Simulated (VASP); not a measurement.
# NiO (R-3m) in VASP: notebook

The runs below take NiO through single point, with PBE+U.

All numbers are computed with VASP 6.6.1; they aren't measurements. Logs are shortened: lines on timing, memory, paths and dates and some standing lists are left out, and cuts for length are marked.

## (1) The cell of the first run

Symmetry: R-3m, No. 166, trigonal system. Conventional cell: a = 2.876 Å, b = 2.876 Å, c = 6.992 Å, α = 90.00°, β = 90.00°, γ = 120.00°. Ni (site symmetry -3m) has 6 O at 2.03 Å within 2.7 Å. Within 2.7 Å of O (site symmetry -3m) lie 6 Ni at 2.03 Å.

## (2) Single point, PBE+U, collinear spin, ferromagnetic start

Input file INCAR:

```
SYSTEM = NiO
PREC = Accurate
ENCUT = 700
EDIFF = 1E-6
ISMEAR = 0
SIGMA = 0.05
LREAL = .False.
LASPH = .True.
NELM = 200
ALGO = Normal
ISIF = 2
LWAVE = .False.
LCHARG = .False.
ISPIN = 2
MAGMOM = 2 0
LORBIT = 11
LMAXMIX = 4
LDAU = .True.
LDAUTYPE = 2
LDAUL = 2 -1
LDAUU = 6.2 0
LDAUJ = 0 0
LDAUPRINT = 1
GGA = PE
NBANDS = 23
GGA_COMPAT = .False.
```

Input file KPOINTS:

```
Automatic mesh
0
Gamma
  6 6 6
  0 0 0
```

Input file POSCAR:

```
NiO
1.0
    1.4381403700      0.8303107300      2.3308059600
   -1.4381403700      0.8303107300      2.3308059600
    0.0000000000     -1.6606214600      2.3308059600
Ni O
1 1
Direct
    1.0000000000      0.0000000000      0.0000000000
    0.5000000000      0.5000000000      0.5000000000
```

Potentials or basis: VASP PAW PBE potentials, release 64 (Ni_sv_GW, O).

Run with:

```sh
$ cat potpaw_PBE.64/Ni_sv_GW/POTCAR potpaw_PBE.64/O/POTCAR > POTCAR
$ mpirun -np 1 vasp_std > vasp.out
```

OUTCAR:

```text
SYSTEM = NiO
   PREC = Accurate
   ENCUT = 700
   EDIFF = 1E-6
   ISMEAR = 0
   LREAL = .False.
   LASPH = .True.
   NELM = 200
   ISIF = 2
   ISPIN = 2
   LORBIT = 11
   GGA = PE

 ion  position               nearest neighbor table
   1  0.000  0.000  0.000-   2 2.03   2 2.03   2 2.03   2 2.03   2 2.03   2 2.03
   2  0.500  0.500  0.500-   1 2.03   1 2.03   1 2.03   1 2.03   1 2.03   1 2.03

  LATTYP: Found a trigonal (rhomboedric) cell.
 ALAT       =     2.8618735219
 COS(alpha) =     0.4949531374

  Lattice vectors:

 A1 = (   1.4381403700,   0.8303107300,   2.3308059600)
 A2 = (  -1.4381403700,   0.8303107300,   2.3308059600)
 A3 = (   0.0000000000,  -1.6606214600,   2.3308059600)

Analysis of symmetry for initial positions (statically):
=====================================================================
 Subroutine PRICEL returns:
 Original cell was already a primitive cell.

 Routine SETGRP: Setting up the symmetry group for a
 trigonal (rhombohedral) supercell.

 Subroutine GETGRP returns: Found 12 space group operations
 (whereof 12 operations were pure point group operations)
 out of a pool of 12 trial point group operations.

The static configuration has the point symmetry D_3d.

Analysis of symmetry for dynamics (positions and initial velocities):
=====================================================================
 Subroutine PRICEL returns:
 Original cell was already a primitive cell.

 Routine SETGRP: Setting up the symmetry group for a
 trigonal (rhombohedral) supercell.

 Subroutine GETGRP returns: Found 12 space group operations
 (whereof 12 operations were pure point group operations)
 out of a pool of 12 trial point group operations.

The dynamic configuration has the point symmetry D_3d.

Analysis of structural, dynamic, and magnetic symmetry:
[... 178 lines left out ...]
  o =  0.9308  v =  0.0000  0.0000  0.0000  0.0000  0.0000 -0.0000  0.0000 -1.0000 -0.0000  0.0000      0.0000  0.0000  0.0000  0.0000  0.0000  0.0000  0.0000  0.0000  0.0000  0.0000
  o =  0.9309  v =  0.0000  0.0000  0.0000  0.0000  0.0000  0.8149 -0.0000 -0.0000  0.5796 -0.0000      0.0000  0.0000  0.0000  0.0000  0.0000  0.0000  0.0000  0.0000  0.0000  0.0000
  o =  0.9309  v =  0.0000  0.0000  0.0000  0.0000  0.0000 -0.0000 -0.5796 -0.0000 -0.0000 -0.8149      0.0000  0.0000  0.0000  0.0000  0.0000  0.0000  0.0000  0.0000  0.0000  0.0000
  o =  0.9381  v =  0.0000  0.0000 -1.0000  0.0000  0.0000  0.0000  0.0000  0.0000  0.0000  0.0000      0.0000  0.0000  0.0000  0.0000  0.0000  0.0000  0.0000  0.0000  0.0000  0.0000
  o =  0.9382  v = -0.8139  0.0000 -0.0000 -0.5810  0.0000  0.0000  0.0000  0.0000  0.0000  0.0000      0.0000  0.0000  0.0000  0.0000  0.0000  0.0000  0.0000  0.0000  0.0000  0.0000
  o =  0.9382  v =  0.0000  0.5810  0.0000  0.0000  0.8139  0.0000  0.0000  0.0000  0.0000  0.0000      0.0000  0.0000  0.0000  0.0000  0.0000  0.0000  0.0000  0.0000  0.0000  0.0000
  o =  0.9745  v = -0.5810  0.0000  0.0000  0.8139 -0.0000  0.0000  0.0000  0.0000  0.0000  0.0000      0.0000  0.0000  0.0000  0.0000  0.0000  0.0000  0.0000  0.0000  0.0000  0.0000
  o =  0.9745  v =  0.0000  0.8139 -0.0000  0.0000 -0.5810  0.0000  0.0000  0.0000  0.0000  0.0000      0.0000  0.0000  0.0000  0.0000  0.0000  0.0000  0.0000  0.0000  0.0000  0.0000

 number of electron      23.9999995 magnetization       2.0000005

 Free energy of the ion-electron system (eV)
  ---------------------------------------------------
  ext. energy  EPLUGINS =         0.00000000
  ---------------------------------------------------
  free energy    TOTEN  =       -10.00378775 eV

  energy without entropy =      -10.00378775  energy(sigma->0) =      -10.00378775

 E-fermi :   7.9615     XC(G=0): -13.5532

 val. band max:        7.5892322007   @ k =   0.5000   0.0000   0.0000
 cond. band min:      10.0195495868   @ k =   0.0000   0.0000   0.0000
 fundamental gap:      2.4303173861
 Fermi energy:         7.9614505561

 spin component 1

 k-point     1 :       0.0000    0.0000    0.0000
  band No.  band energies     occupation
      1     -96.5900      1.00000
      2     -56.9720      1.00000
      3     -56.9720      1.00000
      4     -56.9619      1.00000
      5     -12.6065      1.00000
      6       1.7437      1.00000
[... 1241 lines left out ...]
     22      42.5374      0.00000
     23      45.5441      0.00000

 [... further k-points ...]

------------------------ aborting loop because EDIFF is reached ----------------------------------------

  FORCE on cell =-STRESS in cart. coord.  units (eV):
  Direction    XX          YY          ZZ          XY          YZ          ZX
  --------------------------------------------------------------------------------------
  -------------------------------------------------------------------------------------
  Total        3.5806958      3.5806958      3.7172507     -0.0000000      0.0000000      0.0000000
  in kB      343.5411117    343.5411119    356.6425289     -0.0000000      0.0000000      0.0000000
  external PRESSURE =     347.9082509 kB  Pullay stress =       0.0000000 kB

 VOLUME and BASIS-vectors are now :
 -----------------------------------------------------------------------------
  energy-cutoff  :      700.00
  volume of cell :       16.70
      direct lattice vectors                 reciprocal lattice vectors
     1.438140370  0.830310730  2.330805960     0.347671208  0.200728066  0.143012048
    -1.438140370  0.830310730  2.330805960    -0.347671208  0.200728066  0.143012048
     0.000000000 -1.660621460  2.330805960     0.000000000 -0.401456131  0.143012048

 POSITION                                       TOTAL-FORCE (eV/Angst)
 -----------------------------------------------------------------------------------
      0.00000      0.00000      0.00000         0.000000      0.000000     -0.000000
      0.00000      0.00000      3.49621        -0.000000      0.000000      0.000000
 -----------------------------------------------------------------------------------
    total drift:                                0.000000      0.000000      0.000000

  FREE ENERGIE OF THE ION-ELECTRON SYSTEM (eV)
  ---------------------------------------------------
  free  energy   TOTEN  =       -10.0037877528 eV

  energy  without entropy=      -10.0037877528  energy(sigma->0) =      -10.00378775

 total charge

# of ion       s       p       d       f       tot
--------------------------------------------------
    1        2.171   6.271   7.745   0.013  16.200
    2        1.544   3.557   0.000   0.000   5.102
--------------------------------------------------
tot          3.716   9.828   7.745   0.013  21.302

 magnetization (x)

# of ion       s       p       d       f       tot
--------------------------------------------------
    1        0.010   0.014   1.753   0.002   1.778
    2        0.026   0.163   0.000   0.000   0.188
--------------------------------------------------
tot          0.036   0.177   1.753   0.002   1.967
```

OSZICAR:

```text
N       E                     dE             d eps       ncg     rms          rms(c)
DAV:   1     0.276593655934E+03    0.27659E+03   -0.14947E+04  4433   0.434E+03
DAV:   2     0.174986082201E+01   -0.27484E+03   -0.26149E+03  4709   0.946E+02
DAV:   3    -0.112709001102E+02   -0.13021E+02   -0.12976E+02  4444   0.215E+02
DAV:   4    -0.114595546361E+02   -0.18865E+00   -0.18863E+00  4171   0.135E+01
DAV:   5    -0.114635752968E+02   -0.40207E-02   -0.40206E-02  3758   0.189E+00    0.143E+01
DAV:   6    -0.994546796087E+01    0.15181E+01   -0.25550E+01  5053   0.300E+02    0.844E+00
DAV:   7    -0.966432943095E+01    0.28114E+00   -0.44930E+00  4604   0.168E+02    0.338E+00
DAV:   8    -0.992054805493E+01   -0.25622E+00   -0.25750E-01  5200   0.190E+01    0.175E+00
DAV:   9    -0.998164579247E+01   -0.61098E-01   -0.14823E-01  5341   0.278E+01    0.765E-01
DAV:  10    -0.100025189861E+02   -0.20873E-01   -0.32648E-02  5088   0.721E+00    0.208E-01
DAV:  11    -0.100036923468E+02   -0.11734E-02   -0.11090E-03  4745   0.984E-01    0.772E-02
DAV:  12    -0.100036654137E+02    0.26933E-04   -0.17425E-04  4833   0.505E-01    0.481E-02
DAV:  13    -0.100037824555E+02   -0.11704E-03   -0.37418E-05  4933   0.352E-01    0.107E-02
DAV:  14    -0.100037873140E+02   -0.48585E-05   -0.79662E-06  4151   0.129E-01    0.291E-03
DAV:  15    -0.100037877528E+02   -0.43886E-06   -0.49052E-07  1857   0.335E-02
   1 F= -.10003788E+02 E0= -.10003788E+02  d E =-.239849E-27  mag=     2.0000
```

stdout:

```text
POSCAR found type information on POSCAR NiO
 POSCAR found :  2 types and       2 ions
 scaLAPACK will be used
 LDA part: xc-table for (Slater+PW92), standard interpolation
 POSCAR, INCAR and KPOINTS ok, starting setup
 FFT: planning ... GRIDC
 FFT: planning ... GRID_SOFT
 FFT: planning ... GRID
 WAVECAR not read
 entering main loop
```

It took 70 s on 1 thread of Intel Xeon Platinum 8488C (Sapphire Rapids), shared host; peak memory 0.19 GiB.

Results:

- Free energy: -10.0038 eV
- Pressure: 34.8 GPa
- Band gap on the k mesh: 2.43 eV (least direct gap 3.41 eV)
- Net moment: 2.00 μB per cell
- Site moments: Ni +1.78; O +0.19 μB
- Valence electrons inside the program's atomic spheres: Ni 16.20; O 5.10

Stress tensor (GPa, compression positive):
```
34.35  0.00  0.00
 0.00 34.35  0.00
 0.00  0.00 35.66
```

Eigenvalues of the final occupation matrices:
```
    site  spin  trace               eigenvalues
site 1 d     1   4.76  0.94 0.94 0.94 0.97 0.97
site 1 d     2   3.01  0.11 0.11 0.93 0.93 0.93
```

Caveat: the k points lie up to 0.45 Å⁻¹ apart; a cell with one magnetic atom can't hold antiferromagnetic order, which such compounds often take. A k mesh can miss the band edges.

(Continued in part 2 of 2.)
